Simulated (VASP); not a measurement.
# TiSi2 in VASP: further runs, part 2 of 2

VASP 6.6.1. Earlier steps stand in the parts before.

## (4) Single point, PBEsol

This run uses another cell than the first one, of 13.31 Å³/atom, 0.959 times its volume.

File INCAR:

```
PREC = Accurate
ENCUT = 520
EDIFF = 1E-6
ISMEAR = -1
SIGMA = 0.05
LREAL = F
LASPH = T
NELM = 80
ALGO = Normal
ISIF = 2
LWAVE = F
LCHARG = F
GGA = PS
NBANDS = 17
```

File KPOINTS:

```
Automatic mesh
0
Gamma
  12 12 12
```

File POSCAR:

```
TiSi2
1.0
   -1.4428049511      1.6771787643      4.1260979956
    1.4428049511     -1.6771787643      4.1260979956
    1.4428049511      1.6771787643     -4.1260979956
Ti Si
1 2
Direct
    0.0000000000      0.0000000000      0.0000000000
    0.6700780000      0.6700780000      0.0000000000
    0.3299220000      0.3299220000      0.0000000000
```

Potentials or basis: VASP PAW PBE potentials, release 64 (Ti_sv, Si).

Started as:

```sh
> cat potpaw_PBE.64/Ti_sv/POTCAR potpaw_PBE.64/Si/POTCAR > POTCAR
> mpirun -np 1 vasp_std > vasp.out
```

OUTCAR:

```text
PREC = Accurate
   ENCUT = 520
   EDIFF = 1E-6
   ISMEAR = -1
   LREAL = F
   LASPH = T
   NELM = 80
   ISIF = 2
   GGA = PS

 ion  position               nearest neighbor table
   1  0.000  0.000  0.000-   2 2.62   2 2.62   2 2.62   3 2.62   2 2.62   3 2.62   3 2.62   3 2.62
                             2 2.72   3 2.72
   2  0.670  0.670  0.000-   3 2.58   3 2.58   3 2.58   3 2.58   1 2.62   1 2.62   1 2.62   1 2.62
                             1 2.72   3 2.81
   3  0.330  0.330  0.000-   2 2.58   2 2.58   2 2.58   2 2.58   1 2.62   1 2.62   1 2.62   1 2.62
                             1 2.72   2 2.81
[... 679 lines left out ...]
  Direction    XX          YY          ZZ          XY          YZ          ZX
  --------------------------------------------------------------------------------------
  -------------------------------------------------------------------------------------
  Total        1.4851515      1.5444222      1.4108364      0.0000000      0.0000000      0.0000000
  in kB       59.5792217     61.9569603     56.5979545      0.0000000      0.0000000      0.0000000
  external PRESSURE =      59.3780455 kB  Pullay stress =       0.0000000 kB

 VOLUME and BASIS-vectors are now :
 -----------------------------------------------------------------------------
  energy-cutoff  :      520.00
  volume of cell :       39.94
      direct lattice vectors                 reciprocal lattice vectors
    -1.442804951  1.677178764  4.126097996     0.000000000  0.298119682  0.121179865
     1.442804951 -1.677178764  4.126097996     0.346547189  0.000000000  0.121179865
     1.442804951  1.677178764 -4.126097996     0.346547189  0.298119682  0.000000000

 POSITION                                       TOTAL-FORCE (eV/Angst)
 -----------------------------------------------------------------------------------
      0.00000      0.00000      0.00000         0.000000     -0.000000      0.000000
      0.00000      0.00000      5.52961        -0.000000      0.000000     -0.026035
      0.00000      0.00000      2.72258         0.000000     -0.000000      0.026035
 -----------------------------------------------------------------------------------
    total drift:                               -0.000000      0.000000     -0.000000

  FREE ENERGIE OF THE ION-ELECTRON SYSTEM (eV)
  ---------------------------------------------------
  free  energy   TOTEN  =       -21.3183059629 eV

  energy  without entropy=      -21.3079634704  energy(sigma->0) =      -21.31313472
```

OSZICAR:

```text
N       E                     dE             d eps       ncg     rms          rms(c)
DAV:   1     0.131366505656E+03    0.13137E+03   -0.96743E+03  9536   0.123E+03
DAV:   2    -0.141724014660E+02   -0.14554E+03   -0.14162E+03  9811   0.318E+02
DAV:   3    -0.228302899707E+02   -0.86579E+01   -0.84624E+01 14311   0.717E+01
DAV:   4    -0.230647762859E+02   -0.23449E+00   -0.23373E+00 11818   0.107E+01
DAV:   5    -0.230721757564E+02   -0.73995E-02   -0.73980E-02 14583   0.179E+00    0.138E+01
DAV:   6    -0.216586764286E+02    0.14135E+01   -0.13855E+01 12324   0.339E+01    0.510E+00
DAV:   7    -0.213636141328E+02    0.29506E+00   -0.25652E+00 11993   0.138E+01    0.392E+00
DAV:   8    -0.213268897361E+02    0.36724E-01   -0.39052E-01 11560   0.579E+00    0.960E-01
DAV:   9    -0.213192750222E+02    0.76147E-02   -0.10423E-01 11372   0.328E+00    0.459E-01
DAV:  10    -0.213182964396E+02    0.97858E-03   -0.57740E-03 12344   0.646E-01    0.157E-01
DAV:  11    -0.213183661082E+02   -0.69669E-04   -0.21598E-03 12894   0.387E-01    0.113E-01
DAV:  12    -0.213183079074E+02    0.58201E-04   -0.41566E-04 11667   0.206E-01    0.132E-02
DAV:  13    -0.213183065060E+02    0.14014E-05   -0.96450E-06 11288   0.315E-02    0.147E-02
DAV:  14    -0.213183059629E+02    0.54319E-06   -0.29985E-06 10585   0.166E-02
   1 F= -.21318306E+02 E0= -.21313135E+02  d E =-.103425E-01
```

stdout:

```text
POSCAR found type information on POSCAR TiSi
 POSCAR found :  2 types and       3 ions
 scaLAPACK will be used
 -----------------------------------------------------------------------------
|                                                                             |
|                                                                             |
|     You enforced a specific xc type in the INCAR file but a different       |
|     I HOPE YOU KNOW WHAT YOU ARE DOING!                                     |
|                                                                             |
 -----------------------------------------------------------------------------

 LDA part: xc-table for (Slater+PW92), standard interpolation
 POSCAR, INCAR and KPOINTS ok, starting setup
 FFT: planning ... GRIDC
 FFT: planning ... GRID_SOFT
 FFT: planning ... GRID
 WAVECAR not read
 entering main loop
```

Wall time 11 min (1 thread of AMD EPYC 7R13, shared host); peak memory 0.31 GiB.

Results:

```yaml
Free_energy: -21.3183 eV
Pressure: 5.9 GPa
Largest_force: 0.026 eV/Å
Band_gap_on_the_k_mesh: zero (band 10 reaches 12.12 eV, above the bottom of band 11 at 9.62 eV)
```

Forces in eV/Å, atoms in the order of the input:
```
Ti   0.000  0.000  0.000
Si   0.000  0.000 -0.026
Si   0.000  0.000  0.026
```

Caveat: the PAW data sets were made with another functional, which shifts forces and pressure a little.

## (5) Single point, PBEsol (atoms moved at random)

File INCAR:

```
ALGO = Normal ; EDIFF = 1E-7
ENCUT = 520 ; GGA = PS
ISIF = 2 ; ISMEAR = -1
LASPH = True ; LCHARG = False
LREAL = False ; LWAVE = False
NBANDS = 17 ; NELM = 80
PREC = Accurate ; SIGMA = 0.05
```

File KPOINTS:

```
k-points
0
Gamma
  12 12 12
```

File POSCAR:

```
TiSi2
1.0
   -1.4728720000      1.7121300000      4.2120830000
    1.4728720000     -1.7121300000      4.2120830000
    1.4728720000      1.7121300000     -4.2120830000
Ti Si
1 2
Direct
   -0.0063720000      0.0024430000      0.0062930000
    0.6832990000      0.6675750000      0.0141150000
    0.3370530000      0.3154850000     -0.0051230000
```

Started as:

```sh
> cat potpaw_PBE.64/Ti_sv/POTCAR potpaw_PBE.64/Si/POTCAR > POTCAR
> mpirun -np 1 vasp_std > vasp.out
```

Wall time 30 min (1 thread of AMD EPYC 7R13, shared host); peak memory 0.66 GiB.

Results (log left out):

* Free energy: -21.3137 eV
* Pressure: -3.2 GPa
* Largest force: 0.525 eV/Å
* Band gap on the k mesh: zero (band 10 reaches 11.25 eV, above the bottom of band 11 at 8.89 eV)

Forces on the atoms (eV/Å):
```
Ti  -0.264  0.370  0.263
Si   0.040 -0.261 -0.159
Si   0.224 -0.109 -0.104
```

Stress tensor (GPa, compression positive):
```
-2.61 -0.09 -0.19
-0.09 -3.28  0.09
-0.19  0.09 -3.86
```

Levels at points of the mesh, in eV from the Fermi level:
```tsv
k point	band 7	band 8	band 9	band 10	band 11	band 12	band 13	band 14
(0.00, 0.00, 0.00)	-4.12	-2.13	-0.64	0.77	2.04	2.39	3.15	3.79
(0.50, 0.00, 0.00)	-4.32	-3.71	-0.69	0.94	2.03	2.57	3.50	4.04
(0.00, 0.50, 0.50)	-4.33	-3.79	-0.68	0.96	2.03	2.57	3.53	4.02
(0.00, 0.50, 0.00)	-3.62	-3.32	-0.96	-0.45	0.96	2.93	3.36	4.06
(0.50, 0.00, 0.50)	-3.59	-3.43	-0.91	-0.43	0.95	2.71	3.38	3.96
(0.50, 0.50, 0.00)	-5.04	-4.64	-2.87	-1.31	-0.65	2.76	2.90	3.13
(0.00, 0.00, 0.50)	-5.07	-4.60	-2.88	-1.30	-0.64	2.72	2.91	3.16
(0.50, 0.50, 0.50)	-1.40	-1.15	-0.35	0.45	1.96	2.41	2.55	3.68
```

Caveat: the cell differs from its parent crystal (atoms moved at random); the PAW data sets were made with another functional, which shifts forces and pressure a little.

## (6) The runs side by side

```csv
level,potentials or basis,cell,gap on the mesh (eV),pressure (GPa),largest force (eV/Å)
LDA,"VASP PAW LDA potentials, release 64 (Ti_sv, Si)","a = 4.747 Å, angles 144.1, 138.0, 56.4°, 3 atoms",none,-3.7,0.10
PBEsol,"VASP PAW PBE potentials, release 64 (Ti_sv, Si)","a = 4.747 Å, angles 144.1, 138.0, 56.4°, 3 atoms",none,-0.7,0.05
PBEsol,"VASP PAW PBE potentials, release 64 (Ti_sv, Si)","a = 4.682 Å, angles 144.1, 138.0, 56.4°, 3 atoms",none,5.9,0.03
PBEsol,"VASP PAW PBE potentials, release 64 (Ti_sv, Si)","a = 4.779 Å, angles 144.1, 138.0, 56.4°, 3 atoms",none,-3.2,0.53
```

Alike in all rows: task single point; no spin polarisation; k mesh 12 × 12 × 12; cutoff (eV) 520; smearing fermi-dirac 0.05 eV.

Caveats: the PAW data sets were made with another functional, which shifts forces and pressure a little (some runs).

Absolute energies hang on the potentials; compare differences alone.
